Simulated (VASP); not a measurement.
Runs of VASP 6.6.1 on V. The structure is that of space group Im-3m (No. 229), or close to it. The cells are those of the table. 

| task | spin | cell | k mesh | cutoff (eV) | gap on the mesh (eV) | pressure (GPa) |
| --- | --- | --- | --- | --- | --- | --- |
| single point | off | a = 2.648 Å, angles 110.9°, 1 atom | 12 × 12 × 12 | 520 | none | 0.6 |
| single point | collinear, ferromagnetic start | a = 2.648 Å, angles 110.9°, 1 atom | 12 × 12 × 12 | 520 | none | (a) |
| single point | off | a = 2.595 Å, angles 109.5°, 1 atom | 24 × 24 × 24 | 520 | none | 0.4 |
| relaxation of cell and atoms | off | relaxed from a = 2.648 Å, angles 110.9°, 1 atom | 12 × 12 × 12 | 600 | none | 0.4 |

Alike in all rows: level PBE; potentials or basis VASP PAW PBE potentials, release 64 (V_sv); smearing gaussian 0.1 eV.

Q: Fill in the values left out.

A: (a) 0.5.

Caveats: the relaxation stopped at its first step, so nothing moved (at least some runs).

A gap of «none» marks levels without a gap at the run's occupations.
